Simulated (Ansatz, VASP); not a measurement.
# BPt: VASP beside Ansatz

```xyz
4
Lattice="3.2294 0.0000 0.0000 -1.6147 2.7968 0.0000 0.0000 0.0000 5.2613" Properties=species:S:1:pos:R:3 pbc="T T T"
B     1.6147    0.9323    3.9460
B     0.0000    1.8645    1.3153
Pt    0.0000    0.0000    0.0000
Pt    0.0000    0.0000    2.6306
```

Alike in both runs: task relaxation of cell and atoms; functional PBE; k mesh 18 × 18 × 10; occupations gaussian, width 0.1 eV; no spin polarisation.

```csv
,VASP,Ansatz
version,VASP 6.6.1,Ansatz 0.2.0
potentials or method,"VASP PAW PBE potentials, release 64 (B, Pt), cutoff 600 eV","scalar-relativistic, plane waves, PAW"
valence electrons in the cell,26,42
```

```tsv
	VASP	Ansatz	Ansatz less VASP
gap on the k mesh at the Fermi level, each at its own relaxed structure (eV)	none	none	-
relaxed volume (Å³/atom)	11.82	11.83	+0.005
relaxed length of the cell vector where the two differ most in proportion (Å)	5.251	5.256	+0.0052
```

A gap of «none» marks a metal or a gap that the smearing closes. VASP's potentials hold 26 valence electrons a cell and Ansatz's 42, so a difference there can come from the potentials and not from the codes.

Neither program's run includes spin-orbit coupling.
